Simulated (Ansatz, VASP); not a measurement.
**SnO2: VASP beside Ansatz**

```xyz
6
Lattice="5.0208 0.0000 0.0000 0.0000 5.0208 0.0000 0.0000 0.0000 3.2380" Properties=species:S:1:pos:R:3 pbc="T T T"
Sn    0.0000    0.0000    0.0000
Sn    2.5104    2.5104    1.6190
O     1.5394    1.5394    0.0000
O     0.9710    4.0498    1.6190
O     3.4814    3.4814    0.0000
O     4.0498    0.9710    1.6190
```

Change from the starting cell: strain +0.040 along x and y, +0.000 along z, atoms carried along.

Alike in both runs: task single point; functional PBE; k mesh 6 × 6 × 8; occupations gaussian, width 0.05 eV; no spin polarisation.

```csv
,VASP,Ansatz
version,VASP 6.6.1,Ansatz 0.2.0
potentials or method,"VASP PAW PBE potentials, release 64 (Sn_d, O), cutoff 520 eV","scalar-relativistic, plane waves, PAW"
valence electrons in the cell,52,52
```

Ansatz gave:

| Quantity | Value |
| --- | --- |
| gap on the k mesh at the Fermi level (eV) | 0.08 |
| least direct gap on the mesh (eV) | 0.08 |
| pressure (GPa) | -10.4 |
| traceless stress, the component that is largest in VASP (GPa) | 1.85 |
| rms of the force components (eV/Å) | 0.142 |

Task: Which values does VASP return?

Result: gap on the k mesh at the Fermi level (eV): 0.06; least direct gap on the mesh (eV): 0.06; pressure (GPa): -9.9; traceless stress, the component that is largest in VASP (GPa): 2.06; rms of the force components (eV/Å): 0.129.

Atom by atom the forces differ by 0.012 eV/Å (rms over components). The functional is the same, so the differences come from potentials, cutoffs and numerics.
